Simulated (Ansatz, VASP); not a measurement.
**One calculation of Sb, two programs**

```
CELL_PARAMETERS angstrom
0.00000 3.47413 3.47413
3.47413 0.00000 3.47413
3.47413 3.47413 0.00000
ATOMIC_POSITIONS crystal
Sb 0.12500 0.12500 0.12500
Sb 0.87500 0.87500 0.87500
```

Alike in both runs: task single point; functional r2SCAN; k mesh 9 × 9 × 9; occupations fermi-dirac, width 0.1 eV; no spin polarisation.

|  | VASP | Ansatz |
| --- | --- | --- |
| version | VASP 6.6.1 | Ansatz 0.2.0 |
| potentials or method | VASP PAW PBE potentials, release 64 (Sb), cutoff 550 eV | plane waves (500 eV) with PAW, scalar-relativistic |
| valence electrons in the cell | 10 | 30 |

```csv
,VASP,Ansatz,Ansatz less VASP
pressure (GPa),0.0,0.0,-0.05
```

VASP's potentials were made for PBE, not for r2SCAN. VASP's potentials hold 10 valence electrons a cell and Ansatz's 30, so a difference there can come from the potentials and not from the codes.

Spin-orbit coupling is off throughout.
